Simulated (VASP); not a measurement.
# Mo (R-3m) in VASP: further runs, part 2 of 2

VASP 6.6.1. The steps go on from the part before.

### 3 Single point, PBE

This run uses another cell than the first one, of the same volume but with other edges.

INCAR reads:

```
SYSTEM = Mo
PREC = Accurate ; ENCUT = 520
EDIFF = 1E-7 ; ISMEAR = 0
SIGMA = 0.15 ; LREAL = .FALSE.
LASPH = .TRUE. ; NELM = 60
ALGO = Fast ; ISIF = 2
LWAVE = .FALSE. ; LCHARG = .FALSE.
GGA = PE ; NBANDS = 13
```

KPOINTS reads:

```
regular mesh
0
G
  22 22 22
  0 0 0
```

POSCAR reads:

```
Mo
1.0
   -2.5181281885      1.7406223065      1.7406223065
    1.7406223065     -2.5181281885      1.7406223065
    1.7406223065      1.7406223065     -2.5181281885
Mo
1
Direct
    0.0000000000      0.0000000000      0.0000000000
```

Potentials or basis: VASP PAW PBE potentials, release 64 (Mo_sv).

Started as:

```
$ cat potpaw_PBE.64/Mo_sv/POTCAR > POTCAR
$ mpirun -np 1 vasp_std > vasp.out
```

OUTCAR:

```text
SYSTEM = Mo
   PREC = Accurate
   ENCUT = 520
   EDIFF = 1E-7
   ISMEAR = 0
   LREAL = .FALSE.
   LASPH = .TRUE.
   NELM = 60
   ISIF = 2
   GGA = PE

 ion  position               nearest neighbor table
   1  0.000  0.000  0.000-

  LATTYP: Found a trigonal (rhomboedric) cell.
 ALAT       =     3.5214345942
 COS(alpha) =    -0.4625985594

  Lattice vectors:

 A1 = (  -2.5181281885,   1.7406223065,   1.7406223065)
 A2 = (   1.7406223065,  -2.5181281885,   1.7406223065)
 A3 = (   1.7406223065,   1.7406223065,  -2.5181281885)

Analysis of symmetry for initial positions (statically):
=====================================================================
 Subroutine PRICEL returns:
 Original cell was already a primitive cell.

 Routine SETGRP: Setting up the symmetry group for a
 trigonal (rhombohedral) supercell.

 Subroutine GETGRP returns: Found 12 space group operations
 (whereof 12 operations were pure point group operations)
 out of a pool of 12 trial point group operations.

The static configuration has the point symmetry D_3d.

Analysis of symmetry for dynamics (positions and initial velocities):
=====================================================================
 Subroutine PRICEL returns:
 Original cell was already a primitive cell.

 Routine SETGRP: Setting up the symmetry group for a
 trigonal (rhombohedral) supercell.

 Subroutine GETGRP returns: Found 12 space group operations
 (whereof 12 operations were pure point group operations)
 out of a pool of 12 trial point group operations.

The dynamic configuration has the point symmetry D_3d.

 Subroutine INISYM returns: Found 12 space group operations
 (whereof 12 operations are pure point group operations),
 and found     1 'primitive' translations

----------------------------------------------------------------------------------------

                                     Primitive cell

  volume of cell :      17.4680

  direct lattice vectors                    reciprocal lattice vectors
    -2.518128188  1.740622306  1.740622306     0.189558253  0.424368909  0.424368909
     1.740622306 -2.518128188  1.740622306     0.424368909  0.189558253  0.424368909
     1.740622306  1.740622306 -2.518128188     0.424368909  0.424368909  0.189558253

  length of vectors
     3.521434594  3.521434594  3.521434594     0.629372921  0.629372921  0.629372921

  position of ions in fractional coordinates (direct lattice)
     0.000000000  0.000000000  0.000000000

  ion indices of the primitive-cell ions
   primitive index   ion index
                 1           1

----------------------------------------------------------------------------------------

 KPOINTS: regular mesh

Automatic generation of k-mesh.
 Grid dimensions read from file:
 generate k-points for:   22   22   22

 Generating k-lattice:

  Cartesian coordinates                     Fractional coordinates (reciprocal lattice)
     0.008616284  0.019289496  0.019289496     0.045454545  0.000000000  0.000000000
     0.019289496  0.008616284  0.019289496     0.000000000  0.045454545  0.000000000
     0.019289496  0.019289496  0.008616284     0.000000000  0.000000000  0.045454545

  Length of vectors
     0.028607860  0.028607860  0.028607860

  Shift w.r.t. Gamma in fractional coordinates (k-lattice)
     0.000000000  0.000000000  0.000000000

 Subroutine IBZKPT returns following result:
 ===========================================

 Found   1024 irreducible k-points:

 Following reciprocal coordinates:
            Coordinates               Weight
  0.000000  0.000000  0.000000      1.000000
  0.045455 -0.000000 -0.000000      6.000000
  0.090909 -0.000000 -0.000000      6.000000
  0.136364  0.000000  0.000000      6.000000
  0.181818  0.000000  0.000000      6.000000
  0.227273 -0.000000  0.000000      6.000000
[... 16 lines left out ...]
  0.500000  0.045455  0.000000     12.000000
 -0.454545  0.045455 -0.000000     12.000000
 [... further k-points ...]
   k-points           NKPTS =   1024   k-points in BZ     NKDIM =   1024   number of bands    NBANDS=     13
   number of dos      NEDOS =    301   number of ions     NIONS =      1
   total plane-waves  NPLWV =  21952
   dimension x,y,z NGX =    28 NGY =   28 NGZ =   28
   dimension x,y,z NGXF=    56 NGYF=   56 NGZF=   56
   ions per type =               1
   NGX,Y,Z   is equivalent  to a cutoff of  13.22, 13.22, 13.22 a.u.
   NGXF,Y,Z  is equivalent  to a cutoff of  26.44, 26.44, 26.44 a.u.
 SYSTEM =  Mo
   PREC   = accura    normal or accurate (medium, high low for compatibility)
   ISTART =      0    job   : 0-new  1-cont  2-samecut
   ICHARG =      2    charge: 1-file 2-atom 10-const
   ISPIN  =      1    spin polarized calculation?
   LNONCOLLINEAR =      F non collinear calculations
   LSORBIT =      F    spin-orbit coupling
   LASPH  =      T    aspherical Exc in radial PAW
   ENCUT  =  520.0 eV  38.22 Ry    6.18 a.u.   6.55  6.55  6.55*2*pi/ulx,y,z
   NELM   =     60;   NELMIN=  2; NELMDL= -5     # of ELM steps
   EDIFF  = 0.1E-06   stopping-criterion for ELM
   LREAL  =      F    real-space projection
   EDIFFG = 0.1E-05   stopping-criterion for IOM
   NSW    =      0    number of steps for IOM
   IBRION =     -1    ionic relax: 0-MD 1-quasi-New 2-CG
   NFREE  =      0    steps in history (QN), initial steepest desc. (CG)
   ISIF   =      2    stress and relaxation
   ISYM   =      2    0-nonsym 1-usesym 2-fastsym
   POTIM  = 0.5000    time-step for ionic-motion
   TEBEG  =    0.0;   TEEND  =   0.0 temperature during run
   PSTRESS=    0.0 pullay stress
   NELECT =      14.0000    total number of electrons
   NUPDOWN=      -1.0000    fix difference up-down
   EMIN   =  10.00;   EMAX   =-10.00  energy-range for DOS
   EFERMI =   0.00;   METHOD = LEGACY
   ISMEAR =     0;   SIGMA  =   0.15  broadening in eV -4-tet -1-fermi 0-gaus
   EFERMI_NEDOS =   21; number of points for ismear=-14 and -15
   IALGO  =     68    algorithm
   IMIX   =      4    mixing-type and parameters
     AMIX     =   0.40;   BMIX     =  1.00
     AMIX_MAG =   1.60;   BMIX_MAG =  1.00
  volume/ion in A,a.u.               =      17.47       117.88
  Fermi-wavevector in a.u.,A,eV,Ry     =   1.520675  2.873659 31.462832  2.312453
  Thomas-Fermi vector in A             =   2.629494
   LORBIT       =      0    0 simple, 1 ext, 2 COOP (PROOUT), +10 PAW based schemes
   GGA     = PE    functional components
   LHFCALC =     F    Hartree Fock is set to
   AEXX    =    0.0000 exact exchange contribution
   IVDW    =     0    specifies the selected vdW correction
   LEPSILON=     F    determine dielectric tensor
   LRPA    =     F    only Hartree local field effects (RPA)
 non-spin polarized calculation
 RMM-DIIS sequential band-by-band and
 Gauss-broadening in eV      SIGMA  =   0.15
  energy-cutoff  :      520.00
  volume of cell :       17.47
 maximum number of plane-waves:       483
 NGX is ok and might be reduce to    28

 number of electron      14.0000002 magnetization

 Free energy of the ion-electron system (eV)
  ---------------------------------------------------
  ext. energy  EPLUGINS =         0.00000000
  ---------------------------------------------------
  free energy    TOTEN  =         0.37052229 eV

  energy without entropy =        0.38464221  energy(sigma->0) =        0.37758225

 E-fermi :  10.5423     XC(G=0): -11.9799

 val. band max:       10.5395123080   @ k =  -0.1818  -0.1818   0.0455
 cond. band min:      10.5448330683   @ k =  -0.1818   0.3636   0.0909
 fundamental gap:      0.0053207603
 Fermi energy:        10.5423202660

 k-point     1 :       0.0000    0.0000    0.0000
  band No.  band energies     occupation
      1     -55.7946      2.00000
      2     -27.3373      2.00000
      3     -27.3373      2.00000
      4     -14.3322      2.00000
      5       0.9396      2.00000
      6       6.4232      2.00000
      7       6.4232      2.00000
      8       7.8516      2.00000
      9      18.6665      0.00000
     10      24.2879      0.00000
     11      24.2879      0.00000
     12      25.2606      0.00000
     13      25.2606      0.00000
[... 353 lines left out ...]
 k-point    24 :      -0.4545    0.0455   -0.0000
  band No.  band energies     occupation
      1     -48.9096      2.00000
      2     -35.5980      2.00000
      3     -23.0315      2.00000
      4     -22.9982      2.00000
      5       2.0213      2.00000
      6       2.2656      2.00000
      7      12.4271      0.00000
      8      12.7381      0.00000
      9      13.9948      0.00000
     10      22.0907      0.00000
     11      24.3729      0.00000
     12      25.8314      0.00000
     13      29.9157      0.00000

 [... further k-points ...]

------------------------ aborting loop because EDIFF is reached ----------------------------------------

  FORCE on cell =-STRESS in cart. coord.  units (eV):
  Direction    XX          YY          ZZ          XY          YZ          ZX
  --------------------------------------------------------------------------------------
  -------------------------------------------------------------------------------------
  Total       24.4687878     24.4687878     24.4687878     25.3065085     25.3065085     25.3065085
  in kB     2244.2945452   2244.2945452   2244.2945452   2321.1308793   2321.1308793   2321.1308793
  external PRESSURE =    2244.2945452 kB  Pullay stress =       0.0000000 kB

 VOLUME and BASIS-vectors are now :
 -----------------------------------------------------------------------------
  energy-cutoff  :      520.00
  volume of cell :       17.47
      direct lattice vectors                 reciprocal lattice vectors
    -2.518128188  1.740622306  1.740622306     0.189558253  0.424368909  0.424368909
     1.740622306 -2.518128188  1.740622306     0.424368909  0.189558253  0.424368909
     1.740622306  1.740622306 -2.518128188     0.424368909  0.424368909  0.189558253

 POSITION                                       TOTAL-FORCE (eV/Angst)
 -----------------------------------------------------------------------------------
      0.00000      0.00000      0.00000        -0.000000      0.000000      0.000000
 -----------------------------------------------------------------------------------
    total drift:                                0.000000     -0.000000      0.000000

  FREE ENERGIE OF THE ION-ELECTRON SYSTEM (eV)
  ---------------------------------------------------
  free  energy   TOTEN  =         0.3705222943 eV

  energy  without entropy=        0.3846422114  energy(sigma->0) =        0.37758225
```

OSZICAR:

```text
N       E                     dE             d eps       ncg     rms          rms(c)
DAV:   1     0.115758633075E+03    0.11576E+03   -0.83513E+03 26937   0.110E+03
DAV:   2     0.130000793136E+01   -0.11446E+03   -0.11005E+03 30454   0.327E+02
DAV:   3    -0.137497269022E+00   -0.14375E+01   -0.14325E+01 30274   0.372E+01
DAV:   4    -0.142750856683E+00   -0.52536E-02   -0.52535E-02 29419   0.268E+00
DAV:   5    -0.142800005832E+00   -0.49149E-04   -0.49148E-04 30554   0.233E-01    0.103E+02
RMM:   6     0.331743105503E+00    0.47454E+00   -0.47350E-01 27882   0.591E+00    0.609E+01
RMM:   7     0.362012006902E+00    0.30269E-01   -0.16673E-01 29094   0.406E+00    0.123E+00
RMM:   8     0.369699222975E+00    0.76872E-02   -0.12604E-02 28468   0.112E+00    0.314E-01
RMM:   9     0.370541597186E+00    0.84237E-03   -0.16039E-03 31144   0.430E-01    0.720E-02
RMM:  10     0.370524384982E+00   -0.17212E-04   -0.16066E-04 30893   0.138E-01    0.127E-02
RMM:  11     0.370522391390E+00   -0.19936E-05   -0.17781E-05 31686   0.447E-02    0.535E-03
RMM:  12     0.370522606230E+00    0.21484E-06   -0.43353E-06 30393   0.229E-02    0.282E-03
RMM:  13     0.370522370318E+00   -0.23591E-06   -0.12707E-06 26260   0.104E-02    0.237E-03
RMM:  14     0.370522294311E+00   -0.76007E-07   -0.14288E-07 19008   0.336E-03
   1 F= 0.37052229E+00 E0= 0.37758225E+00  d E =-.141199E-01
```

It took 6.6 min on 1 thread of Intel Xeon Platinum 8259CL at 2.50GHz (Skylake/Cascade Lake), shared host; peak memory 0.34 GiB.

Results:

```yaml
Free_energy: 0.3705 eV
Pressure: 224.4 GPa
Band_gap_on_the_k_mesh: zero (band 7 reaches 14.14 eV, above the bottom of band 8 at 7.85 eV)
```

Levels at points of the mesh, in eV from the Fermi level:
```tsv
k point	band 5	band 6	band 7	band 8	band 9	band 10
(0.00, 0.00, 0.00)	-9.60	-4.12	-4.12	-2.69	8.12	13.75
(0.50, 0.00, 0.00)	-9.76	-9.53	3.11	3.69	6.72	7.49
(0.50, 0.50, 0.00)	-7.95	-5.02	-2.06	-1.28	3.75	7.33
(0.50, 0.50, 0.50)	-9.82	-9.82	3.60	3.60	9.72	11.83
```
